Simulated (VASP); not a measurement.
Here is a VASP 6.6.1 calculation.

File INCAR:

```
ALGO = Normal
EDIFF = 1E-6
ENCUT = 500
GGA = PE
GGA_COMPAT = False
ISIF = 2
ISMEAR = -1
LASPH = True
LCHARG = False
LREAL = False
LWAVE = False
NBANDS = 11
NELM = 120
PREC = Accurate
SIGMA = 0.05
```

KPOINTS

```
k-points
0
Gamma
  11 11 11
```

Contents of POSCAR:

```
Pd
1.0
   -1.5693720704      1.5693720704      1.5693720704
    1.5693720704     -1.5693720704      1.5693720704
    1.5693720704      1.5693720704     -1.5693720704
Pd
1
Direct
    0.0000000000      0.0000000000      0.0000000000
```

Potentials or basis: VASP PAW PBE potentials, release 64 (Pd).

Command:

```console
$ cat potpaw_PBE.64/Pd/POTCAR > POTCAR
$ mpirun -np 1 vasp_std > vasp.out
```

Task: Estimate the band gap on the k mesh.

Result: Zero (bands 5 and 6 overlap by 1.47 eV).

Task: Estimate the pressure.

Result: -0.2 GPa.
